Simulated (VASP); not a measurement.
Set up this calculation in VASP 6.6.1, as the native input.

| Item | Value |
| --- | --- |
| Task | single point |
| Functional | LDA |
| Potentials or basis | VASP PAW LDA potentials, release 64 (Zr_sv) |
| Cutoff | 520 eV |
| k mesh | 8 × 8 × 5 |
| Occupations | fermi-dirac, width 0.1 eV |
| Spin | no spin polarisation |
| Dipole correction | no |
| Further INCAR settings | ALGO = Normal; EDIFF = 1e-06; NBANDS = 19 |

The structure of Zr lies in POSCAR:

```
Zr
1.0
    3.1430322647      0.0000000000      0.0000000000
   -1.5715161324      2.7219457861      0.0000000000
    0.0000000000      0.0000000000      5.1000688577
Zr
2
Direct
    0.3333333333      0.6666666667      0.2500000000
    0.6666666667      0.3333333333      0.7500000000
```

One way to write it, as run:

INCAR

```
PREC = Accurate ; ENCUT = 520
EDIFF = 1E-6 ; ISMEAR = -1
SIGMA = 0.1 ; LREAL = False
LASPH = True ; NELM = 60
ALGO = Normal ; ISIF = 2
LWAVE = False ; LCHARG = False
NBANDS = 19
```

KPOINTS

```
regular mesh
0
Gamma
  8 8 5
```

Potentials or basis: VASP PAW LDA potentials, release 64 (Zr_sv).

Launch:

```bash
$ cat potpaw_LDA.64/Zr_sv/POTCAR > POTCAR
$ mpirun -np 1 vasp_std > vasp.out
```

Results of the run:

```yaml
Pressure: 0.1 GPa
Band_gap_on_the_k_mesh: zero (band 12 reaches 10.41 eV, above the bottom of band 13 at 9.25 eV)
```

Run time: 19 s on 1 thread of Intel Xeon 6975P-C, on a shared host, peak memory 0.15 GiB.
